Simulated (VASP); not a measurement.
A run of VASP 6.6.1:

Contents of INCAR:

```
PREC = Accurate
ENCUT = 520
EDIFF = 1E-6
ISMEAR = -1
SIGMA = 0.1
LREAL = False
LASPH = True
NELM = 80
ALGO = Normal
ISIF = 2
LWAVE = False
LCHARG = False
GGA = PE
NBANDS = 10
```

File KPOINTS:

```
Automatic mesh
0
Gamma
  15 15 15
```

Contents of POSCAR:

```
Ir
1.0
    0.0000000000      1.9360622002      1.9360622002
    1.9360622002      0.0000000000      1.9360622002
    1.9360622002      1.9360622002      0.0000000000
Ir
1
Direct
    0.0000000000      0.0000000000      0.0000000000
```

Potentials or basis: VASP PAW PBE potentials, release 64 (Ir).

Command:

```bash
$ cat potpaw_PBE.64/Ir/POTCAR > POTCAR
$ mpirun -np 1 vasp_std > vasp.out
```

Hardware: 1 thread of Intel Xeon 6975P-C, with other jobs on the host.

**Question.** Estimate the wall time of this run.

**Answer.** Wall time 16 s on 1 thread of Intel Xeon 6975P-C (shared host), peak memory 0.14 GiB. Counts: scf iterations 12, k points 120.
